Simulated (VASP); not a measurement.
Wanted: the native input for a VASP 6.6.1 run.

```
Task                    : single point
Functional              : PBE
Potentials or basis     : VASP PAW PBE potentials, release 64 (Ti_sv, C)
Cutoff                  : 520 eV
k mesh                  : 16 × 16 × 16
Occupations             : gaussian, width 0.1 eV
Spin                    : no spin polarisation
Dipole correction       : no
k mesh for the DOS      : 24 × 24 × 24
Occupations for the DOS : tetrahedron
Further INCAR settings  : ALGO = Normal; EDIFF = 1e-06
```

The system is TiC.

```xyz
2
Lattice="0.0000 2.1664 2.1664 2.1664 0.0000 2.1664 2.1664 2.1664 0.0000" Properties=species:S:1:pos:R:3 pbc="T T T"
Ti    0.0000    0.0000    0.0000
C     2.1664    2.1664    2.1664
```

The input as run:

POSCAR

```
TiC
1.0
    0.0000000000      2.1664107359      2.1664107359
    2.1664107359      0.0000000000      2.1664107359
    2.1664107359      2.1664107359      0.0000000000
Ti C
1 1
Direct
    0.0000000000      0.0000000000      0.0000000000
    0.5000000000      0.5000000000      0.5000000000
```

INCAR.step1

```
PREC     = Accurate       # precision mode
ENCUT    = 520            # plane-wave cutoff, eV
EDIFF    = 1E-6           # SCF threshold, eV
ISMEAR   = 0              # smearing method
SIGMA    = 0.1            # smearing width, eV
LREAL    = False          # projectors in reciprocal space
LASPH    = True           # aspherical terms in the spheres
NELM     = 60             # most SCF steps
ALGO     = Normal         # electronic algorithm
ISIF     = 2              # what is computed and relaxed
LWAVE    = False          # write WAVECAR
LCHARG   = True           # write CHGCAR
LMAXMIX  = 4              # l up to which the mixer works
GGA      = PE             # functional
NBANDS   = 15             # bands
```

KPOINTS.step1

```
Automatic mesh
0
Gamma
  16 16 16
```

INCAR.step2

```
PREC     = Accurate       # precision mode
ENCUT    = 520            # plane-wave cutoff, eV
EDIFF    = 1E-6           # SCF threshold, eV
ISMEAR   = -5             # smearing method
SIGMA    = 0.1            # smearing width, eV
LREAL    = False          # projectors in reciprocal space
LASPH    = True           # aspherical terms in the spheres
NELM     = 60             # most SCF steps
ALGO     = Normal         # electronic algorithm
ISIF     = 2              # what is computed and relaxed
LWAVE    = False          # write WAVECAR
LCHARG   = False          # write CHGCAR
LMAXMIX  = 4              # l up to which the mixer works
GGA      = PE             # functional
LORBIT   = 11             # projections on sites
NEDOS    = 2001           # points of the DOS
ICHARG   = 11             # starting density
```

KPOINTS.step2

```
Automatic mesh
0
Gamma
  24 24 24
```

Potentials or basis: VASP PAW PBE potentials, release 64 (Ti_sv, C).

Launch:

```sh
$ cat potpaw_PBE.64/Ti_sv/POTCAR potpaw_PBE.64/C/POTCAR > POTCAR
$ cp INCAR.step1 INCAR
$ cp KPOINTS.step1 KPOINTS
$ mpirun -np 1 vasp_std > vasp.out
$ cp INCAR.step2 INCAR
$ cp KPOINTS.step2 KPOINTS
$ mpirun -np 1 vasp_std > vasp.out
```

Results of the run:

```
Valence electrons inside the program's atomic spheres : Ti 10.39; C 2.40
```

It took 110 s on 1 thread of Intel Xeon 8259CL (shared host), peak memory 0.23 GiB.
